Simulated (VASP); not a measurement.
# Se (P3_121) in VASP: notebook

The runs below take Se through single point, with LDA.

Program: VASP 6.6.1. These are calculated values, not measurements. Logs are shortened: lines on timing, memory, paths and dates and some standing lists are left out, and cuts for length are marked.

## Step 1: The cell of the first run

Symmetry: P3_121, No. 152, trigonal system. The conventional cell has a = 3.953 Å, b = 3.953 Å, c = 5.121 Å, α = 90.00°, β = 90.00°, γ = 120.00°. Within 3.2 Å of Se (site symmetry 2) lie 6 Se at 2.44 to 3.11 Å.

## Step 2: Single point, LDA

File INCAR:

```
  PREC = Accurate
  ENCUT = 520
  EDIFF = 1E-7
  ISMEAR = -1
  SIGMA = 0.05
  LREAL = False
  LASPH = True
  NELM = 80
  ALGO = Normal
  ISIF = 2
  LWAVE = False
  LCHARG = False
  GGA = CA
  NBANDS = 16
```

File KPOINTS:

```
Automatic mesh
0
Gamma
  5 5 3
```

File POSCAR:

```
Se
1.0
    3.9534579885      0.0000000000      0.0000000000
   -1.9767289943      3.4237950508      0.0000000000
    0.0000000000      0.0000000000      5.1205317866
Se
3
Direct
    0.2543546533      1.0000000000      0.3333333333
    1.0000000000      0.2543546533      0.6666666667
    0.7456453467      0.7456453467      1.0000000000
```

Potentials or basis: VASP PAW LDA potentials, release 64 (Se).

Run with:

```
cat potpaw_LDA.64/Se/POTCAR > POTCAR
mpirun -np 1 vasp_std > vasp.out
```

OUTCAR:

```text
PREC = Accurate
   ENCUT = 520
   EDIFF = 1E-7
   ISMEAR = -1
   LREAL = False
   LASPH = True
   NELM = 80
   ISIF = 2
   GGA = CA

 ion  position               nearest neighbor table
   1  0.254  0.000  0.333-   3 2.44   2 2.44
   2  0.000  0.254  0.667-   3 2.44   1 2.44
   3  0.746  0.746  0.000-   2 2.44   1 2.44

  LATTYP: Found a hexagonal cell.
 ALAT       =     3.9534579885
 C/A-ratio  =     1.2952032882

  Lattice vectors:

 A1 = (   3.9534579885,   0.0000000000,   0.0000000000)
 A2 = (  -1.9767289943,   3.4237950508,   0.0000000000)
 A3 = (   0.0000000000,   0.0000000000,   5.1205317866)

Analysis of symmetry for initial positions (statically):
=====================================================================
 Subroutine PRICEL returns:
 Original cell was already a primitive cell.

 Routine SETGRP: Setting up the symmetry group for a
 hexagonal supercell.

 Subroutine GETGRP returns: Found  6 space group operations
 (whereof  2 operations were pure point group operations)
 out of a pool of 24 trial point group operations.

The static configuration has the point symmetry C_2 .
 The point group associated with its full space group is D_3 .

Analysis of symmetry for dynamics (positions and initial velocities):
=====================================================================
 Subroutine PRICEL returns:
 Original cell was already a primitive cell.

 Routine SETGRP: Setting up the symmetry group for a
 hexagonal supercell.

 Subroutine GETGRP returns: Found  6 space group operations
 (whereof  2 operations were pure point group operations)
 out of a pool of 24 trial point group operations.

The dynamic configuration has the point symmetry C_2 .
 The point group associated with its full space group is D_3 .

 Subroutine INISYM returns: Found  6 space group operations
 (whereof  2 operations are pure point group operations),
 and found     1 'primitive' translations

----------------------------------------------------------------------------------------

                                     Primitive cell

  volume of cell :      69.3106

  direct lattice vectors                    reciprocal lattice vectors
     3.953457988  0.000000000  0.000000000     0.252943120  0.146036779  0.000000000
    -1.976728994  3.423795051  0.000000000     0.000000000  0.292073557  0.000000000
     0.000000000  0.000000000  5.120531787     0.000000000  0.000000000  0.195292216

  length of vectors
     3.953457988  3.953457988  5.120531787     0.292073557  0.292073557  0.195292216

  position of ions in fractional coordinates (direct lattice)
     0.254354653  0.000000000  0.333333333
     0.000000000  0.254354653  0.666666667
     0.745645347  0.745645347  0.000000000

  ion indices of the primitive-cell ions
   primitive index   ion index
                 1           1
                 2           2
                 3           3

----------------------------------------------------------------------------------------

 KPOINTS: Automatic mesh

Automatic generation of k-mesh.
 Grid dimensions read from file:
 generate k-points for:    5    5    3

 Generating k-lattice:

  Cartesian coordinates                     Fractional coordinates (reciprocal lattice)
     0.050588624  0.029207356  0.000000000     0.200000000  0.000000000  0.000000000
     0.000000000  0.058414711  0.000000000     0.000000000  0.200000000  0.000000000
     0.000000000  0.000000000  0.065097405     0.000000000  0.000000000  0.333333333

  Length of vectors
     0.058414711  0.058414711  0.065097405

  Shift w.r.t. Gamma in fractional coordinates (k-lattice)
     0.000000000  0.000000000  0.000000000

 Subroutine IBZKPT returns following result:
 ===========================================

 Found     12 irreducible k-points:

 Following reciprocal coordinates:
            Coordinates               Weight
  0.000000  0.000000  0.000000      1.000000
  0.200000  0.000000  0.000000      6.000000
  0.400000  0.000000  0.000000      6.000000
  0.200000  0.200000  0.000000      6.000000
  0.400000  0.200000  0.000000      6.000000
  0.000000  0.000000  0.333333      2.000000
  0.200000  0.000000  0.333333      6.000000
  0.000000  0.200000  0.333333      6.000000
  0.400000  0.000000  0.333333      6.000000
  0.000000  0.400000  0.333333      6.000000
  0.200000  0.200000  0.333333     12.000000
  0.400000  0.200000  0.333333     12.000000
   k-points           NKPTS =     12   k-points in BZ     NKDIM =     12   number of bands    NBANDS=     16
   number of dos      NEDOS =    301   number of ions     NIONS =      3
   total plane-waves  NPLWV =  36000
   dimension x,y,z NGX =    30 NGY =   30 NGZ =   40
   dimension x,y,z NGXF=    60 NGYF=   60 NGZF=   80
   ions per type =               3
   NGX,Y,Z   is equivalent  to a cutoff of  12.62, 12.62, 12.99 a.u.
   NGXF,Y,Z  is equivalent  to a cutoff of  25.23, 25.23, 25.97 a.u.
 SYSTEM =  unknown system
   PREC   = accura    normal or accurate (medium, high low for compatibility)
   ISTART =      0    job   : 0-new  1-cont  2-samecut
   ICHARG =      2    charge: 1-file 2-atom 10-const
   ISPIN  =      1    spin polarized calculation?
   LNONCOLLINEAR =      F non collinear calculations
   LSORBIT =      F    spin-orbit coupling
   LASPH  =      T    aspherical Exc in radial PAW
   ENCUT  =  520.0 eV  38.22 Ry    6.18 a.u.   7.35  7.35  9.52*2*pi/ulx,y,z
   NELM   =     80;   NELMIN=  2; NELMDL= -5     # of ELM steps
   EDIFF  = 0.1E-06   stopping-criterion for ELM
   LREAL  =      F    real-space projection
   EDIFFG = 0.1E-05   stopping-criterion for IOM
   NSW    =      0    number of steps for IOM
   IBRION =     -1    ionic relax: 0-MD 1-quasi-New 2-CG
   NFREE  =      0    steps in history (QN), initial steepest desc. (CG)
   ISIF   =      2    stress and relaxation
   ISYM   =      2    0-nonsym 1-usesym 2-fastsym
   POTIM  = 0.5000    time-step for ionic-motion
   TEBEG  =    0.0;   TEEND  =   0.0 temperature during run
   PSTRESS=    0.0 pullay stress
   NELECT =      18.0000    total number of electrons
   NUPDOWN=      -1.0000    fix difference up-down
   EMIN   =  10.00;   EMAX   =-10.00  energy-range for DOS
   EFERMI =   0.00;   METHOD = LEGACY
   ISMEAR =    -1;   SIGMA  =   0.05  broadening in eV -4-tet -1-fermi 0-gaus
   EFERMI_NEDOS =   21; number of points for ismear=-14 and -15
   IALGO  =     38    algorithm
   IMIX   =      4    mixing-type and parameters
     AMIX     =   0.40;   BMIX     =  1.00
     AMIX_MAG =   1.60;   BMIX_MAG =  1.00
  volume/ion in A,a.u.               =      23.10       155.91
  Fermi-wavevector in a.u.,A,eV,Ry     =   1.044477  1.973776 14.843043  1.090933
  Thomas-Fermi vector in A             =   2.179232
   LORBIT       =      0    0 simple, 1 ext, 2 COOP (PROOUT), +10 PAW based schemes
   GGA     = CA    functional components
   LHFCALC =     F    Hartree Fock is set to
   AEXX    =    0.0000 exact exchange contribution
   IVDW    =     0    specifies the selected vdW correction
   LEPSILON=     F    determine dielectric tensor
   LRPA    =     F    only Hartree local field effects (RPA)
 non-spin polarized calculation
  energy-cutoff  :      520.00
  volume of cell :       69.31
 maximum number of plane-waves:      1880
 NGX is ok and might be reduce to    30
   NGX = 15   NGY = 15   NGZ = 19

 number of electron      18.0000001 magnetization

 Free energy of the ion-electron system (eV)
  ---------------------------------------------------
  ext. energy  EPLUGINS =         0.00000000
  ---------------------------------------------------
  free energy    TOTEN  =       -12.47113719 eV

  energy without entropy =      -12.47113610  energy(sigma->0) =      -12.47113665

 E-fermi :   4.6288     XC(G=0):  -9.9937

 val. band max:        3.9733435667   @ k =   0.4000   0.2000   0.3333
 cond. band min:       5.1947031200   @ k =   0.0000   0.0000   0.3333
 fundamental gap:      1.2213595533
 Fermi energy:         4.6288067079

 k-point     1 :       0.0000    0.0000    0.0000
  band No.  band energies     occupation
      1     -11.9493      2.00000
      2      -7.7480      2.00000
      3      -7.7480      2.00000
      4       0.6398      2.00000
      5       0.9649      2.00000
      6       0.9649      2.00000
[... 8 lines left out ...]
     15      11.3902      0.00000
     16      12.6080      0.00000

 k-point     2 :       0.2000    0.0000    0.0000
  band No.  band energies     occupation
      1     -11.6498      2.00000
      2      -7.8770      2.00000
      3      -7.6623      2.00000
      4      -0.7908      2.00000
      5       0.0409      2.00000
      6       0.5986      2.00000
[... 8 lines left out ...]
     15      12.3287      0.00000
     16      12.9111      0.00000

 k-point     3 :       0.4000    0.0000    0.0000
  band No.  band energies     occupation
      1     -10.9798      2.00000
      2      -8.3942      2.00000
      3      -7.5070      2.00000
      4      -1.4535      2.00000
      5      -0.7521      2.00000
      6       0.1584      2.00000
[... 8 lines left out ...]
     15      14.2299      0.00000
     16      14.9161      0.00000

 k-point     4 :       0.2000    0.2000    0.0000
  band No.  band energies     occupation
      1     -11.1465      2.00000
      2      -8.1024      2.00000
      3      -7.6937      2.00000
      4      -1.2340      2.00000
      5      -0.9950      2.00000
      6       0.6863      2.00000
[... 8 lines left out ...]
     15      13.1842      0.00000
     16      14.5617      0.00000
[... 96 lines left out ...]
 k-point    10 :       0.0000    0.4000    0.3333
  band No.  band energies     occupation
      1     -10.5392      2.00000
      2      -9.4509      2.00000
      3      -6.8828      2.00000
      4      -2.1007      2.00000
      5      -0.6921      2.00000
      6       0.3249      2.00000
[... 8 lines left out ...]
     15      14.1772      0.00000
     16      14.5990      0.00000

 k-point    11 :       0.2000    0.2000    0.3333
  band No.  band energies     occupation
      1     -10.7002      2.00000
      2      -9.4705      2.00000
      3      -6.7381      2.00000
      4      -1.4910      2.00000
      5      -0.7893      2.00000
      6       0.1757      2.00000
[... 8 lines left out ...]
     15      12.2819      0.00000
     16      13.5044      0.00000

 k-point    12 :       0.4000    0.2000    0.3333
  band No.  band energies     occupation
      1     -10.3174      2.00000
      2      -9.2763      2.00000
      3      -7.2533      2.00000
      4      -1.9313      2.00000
      5      -1.3558      2.00000
      6      -0.3998      2.00000
[... 8 lines left out ...]
     15      13.3453      0.00000
     16      13.7694      0.00000

------------------------ aborting loop because EDIFF is reached ----------------------------------------

  FORCE on cell =-STRESS in cart. coord.  units (eV):
  Direction    XX          YY          ZZ          XY          YZ          ZX
  --------------------------------------------------------------------------------------
  -------------------------------------------------------------------------------------
  Total        0.1298055      0.1298055      0.0532697     -0.0000000      0.0000000     -0.0000000
  in kB        3.0005702      3.0005702      1.2313757     -0.0000000      0.0000000     -0.0000000
  external PRESSURE =       2.4108387 kB  Pullay stress =       0.0000000 kB

 VOLUME and BASIS-vectors are now :
 -----------------------------------------------------------------------------
  energy-cutoff  :      520.00
  volume of cell :       69.31
      direct lattice vectors                 reciprocal lattice vectors
     3.953457988  0.000000000  0.000000000     0.252943120  0.146036779  0.000000000
    -1.976728994  3.423795051  0.000000000     0.000000000  0.292073557  0.000000000
     0.000000000  0.000000000  5.120531787     0.000000000  0.000000000  0.195292216

 POSITION                                       TOTAL-FORCE (eV/Angst)
 -----------------------------------------------------------------------------------
      1.00558      0.00000      1.70684         0.075398      0.000000      0.000000
     -0.50279      0.87086      3.41369        -0.037699      0.065296     -0.000000
      1.47394      2.55294      0.00000        -0.037699     -0.065296     -0.000000
 -----------------------------------------------------------------------------------
    total drift:                               -0.000000     -0.000001      0.000000

  FREE ENERGIE OF THE ION-ELECTRON SYSTEM (eV)
  ---------------------------------------------------
  free  energy   TOTEN  =       -12.4711371941 eV

  energy  without entropy=      -12.4711361029  energy(sigma->0) =      -12.47113665
```

Run time: 6 s. Hardware: 1 thread of Intel Xeon 6975P-C (Granite Rapids), shared host; peak memory 0.15 GiB.

What came out:

```
Free energy            : -12.4711 eV
Pressure               : 0.2 GPa
Largest force          : 0.075 eV/Å
Band gap on the k mesh : 1.22 eV, indirect (least direct gap 1.62 eV)
```

Forces on the atoms (eV/Å):
```
Se   0.075  0.000  0.000
Se  -0.038  0.065  0.000
Se  -0.038 -0.065  0.000
```

Levels at points of the mesh, in eV from the valence-band top:
```
           k point  band 5  band 6  band 7  band 8  band 9  band 10  band 11  band 12  band 13  band 14
(0.00, 0.00, 0.00)   -3.01   -3.01   -1.54   -1.54   -0.25     1.76     1.76     2.43     6.61     6.61
```

## Step 3: Single point, LDA

File INCAR:

```
SYSTEM = Se
PREC = Accurate ; ENCUT = 520
EDIFF = 1E-6 ; ISMEAR = -1
SIGMA = 0.05 ; LREAL = .False.
LASPH = .True. ; NELM = 80
ALGO = Normal ; ISIF = 2
LWAVE = .False. ; LCHARG = .False.
GGA = CA ; NBANDS = 16
```

File KPOINTS:

```
regular mesh
0
Gamma
  6 6 4
  0 0 0
```

POSCAR is that of step 2.

Potentials or basis: VASP PAW LDA potentials, release 64 (Se).

Run with:

```
cat potpaw_LDA.64/Se/POTCAR > POTCAR
mpirun -np 1 vasp_std > vasp.out
```

Run time: 9.8 s. Hardware: 1 thread of Intel Xeon 6975P-C (Granite Rapids), shared host; peak memory 0.15 GiB.

Results (log left out):

```yaml
Free_energy: -12.4732 eV
Pressure: 0.2 GPa
Largest_force: 0.045 eV/Å
Band_gap_on_the_k_mesh: 0.28 eV, direct
```

Forces on the atoms (eV/Å):
```
Se   0.045  0.000  0.000
Se  -0.023  0.039  0.000
Se  -0.023 -0.039  0.000
```

Stress tensor (GPa, compression positive):
```
0.18 0.00 0.00
0.00 0.18 0.00
0.00 0.00 0.28
```

Levels at points of the mesh, in eV from the valence-band top:
| k point | band 7 | band 8 | band 9 | band 10 | band 11 | band 12 |
| --- | --- | --- | --- | --- | --- | --- |
| (0.00, 0.00, 0.00) | -1.98 | -1.98 | -0.69 | 1.32 | 1.32 | 2.00 |
| (0.50, 0.00, 0.00) | -3.99 | -1.48 | -1.02 | 1.24 | 1.44 | 3.94 |
| (0.00, 0.00, 0.50) | -1.52 | -1.35 | -1.35 | 0.74 | 0.75 | 0.75 |
| (0.50, 0.00, 0.50) | -2.74 | -2.25 | -0.19 | 1.10 | 2.38 | 2.99 |

A k mesh can miss the band edges.

## Step 4: Single point, LDA

File INCAR:

```
PREC = Accurate
ENCUT = 520
EDIFF = 1E-7
ISMEAR = -1
SIGMA = 0.05
LREAL = F
LASPH = T
NELM = 60
ALGO = Normal
ISIF = 2
LWAVE = F
LCHARG = F
GGA = CA
NBANDS = 16
```

File KPOINTS:

```
regular mesh
0
Gamma
  8 8 5
```

POSCAR is that of step 3.

Run with:

```
cat potpaw_LDA.64/Se/POTCAR > POTCAR
mpirun -np 1 vasp_std > vasp.out
```

Run time: 17 s. Hardware: 1 thread of Intel Xeon 6975P-C (Granite Rapids), shared host; peak memory 0.17 GiB.

It converged, with:

- Free energy: -12.4781 eV
- Pressure: 0.2 GPa
- Largest force: 0.052 eV/Å
- Band gap on the k mesh: 0.89 eV, indirect (least direct gap 1.07 eV)

Forces on the atoms (eV/Å):
```
Se   0.052  0.000  0.000
Se  -0.026  0.045  0.000
Se  -0.026 -0.045  0.000
```

Stress tensor (GPa, compression positive):
```
0.13 0.00 0.00
0.00 0.13 0.00
0.00 0.00 0.30
```

Levels at points of the mesh, in eV from the valence-band top:
```csv
k point,band 6,band 7,band 8,band 9,band 10,band 11,band 12,band 13
"(0.00, 0.00, 0.00)",-3.28,-1.81,-1.81,-0.52,1.49,1.49,2.17,6.34
"(0.50, 0.00, 0.00)",-3.93,-3.82,-1.31,-0.85,1.41,1.61,4.11,4.52
```

## Step 5: Single point, LDA

File INCAR:

```
PREC = Accurate
ENCUT = 520
EDIFF = 1E-6
ISMEAR = -1
SIGMA = 0.05
LREAL = False
LASPH = True
NELM = 60
ALGO = Normal
ISIF = 2
LWAVE = False
LCHARG = True
LELF = True
LVHAR = True
NBANDS = 16
```

File KPOINTS:

```
regular mesh
0
Gamma
  9 9 6
```

POSCAR is that of step 4.

Run with:

```
cat potpaw_LDA.64/Se/POTCAR > POTCAR
mpirun -np 1 vasp_std > vasp.out
```

It took 25 s on 1 thread of Intel Xeon 6975P-C (Granite Rapids), shared host; peak memory 0.18 GiB.

The run converged. Its results:

```
Free energy            : -12.4772 eV
Pressure               : 0.2 GPa
Largest force          : 0.052 eV/Å
Band gap on the k mesh : 0.28 eV, direct
```

Forces in eV/Å, atoms in the order of the input:
```
Se   0.052  0.000  0.000
Se  -0.026  0.045  0.000
Se  -0.026 -0.045  0.000
```

Stress tensor (GPa, compression positive):
```
0.14 0.00 0.00
0.00 0.14 0.00
0.00 0.00 0.29
```

Levels at points of the mesh, in eV from the valence-band top:
```tsv
k point	band 5	band 6	band 7	band 8	band 9	band 10	band 11	band 12	band 13	band 14
(0.00, 0.00, 0.00)	-3.45	-3.45	-1.98	-1.98	-0.69	1.32	1.32	2.00	6.17	6.17
(0.00, 0.00, 0.50)	-3.19	-3.19	-1.52	-1.35	-1.35	0.74	0.75	0.75	5.26	6.80
```

A k mesh can miss the band edges.

(Part 1 of 2 ends here.)
